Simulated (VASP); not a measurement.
Wanted: the native input for a VASP 6.6.1 run.

```
Task                   : single point
Functional             : LDA
Potentials or basis    : VASP PAW LDA potentials, release 64 (Os)
Cutoff                 : 520 eV
k mesh                 : 11 × 11 × 11
Occupations            : fermi-dirac, width 0.1 eV
Spin                   : no spin polarisation
Dipole correction      : no
Further INCAR settings : ALGO = Normal; EDIFF = 1e-07; NBANDS = 15
```

The structure of Os lies in POSCAR:

```
Os
1.0
    0.0000000000      2.7363257738      2.7363257738
    2.7363257738      0.0000000000      2.7363257738
    2.7363257738      2.7363257738      0.0000000000
Os
2
Direct
    0.1250000000      0.1250000000      0.1250000000
    0.8750000000      0.8750000000      0.8750000000
```

This isn't the form of Os at room conditions, which is hcp.

One way to write it, as run:

INCAR

```
PREC = Accurate
ENCUT = 520
EDIFF = 1E-7
ISMEAR = -1
SIGMA = 0.1
LREAL = False
LASPH = True
NELM = 80
ALGO = Normal
ISIF = 2
LWAVE = False
LCHARG = True
LELF = True
LVHAR = True
NBANDS = 15
```

KPOINTS

```
Automatic mesh
0
Gamma
  11 11 11
```

Potentials or basis: VASP PAW LDA potentials, release 64 (Os).

Run with:

```sh
$ cat potpaw_LDA.64/Os/POTCAR > POTCAR
$ mpirun -np 1 vasp_std > vasp.out
```

It gave:

```
Pressure               : -1.5 GPa
Band gap on the k mesh : zero (bands 8 and 9 overlap by 1.09 eV)
```

Caveat: spin-orbit coupling is left out, which moves the levels of the heavy elements.

Wall time 58 s on 1 thread of Intel Xeon 8259CL, with other jobs on the host, peak memory 0.17 GiB.
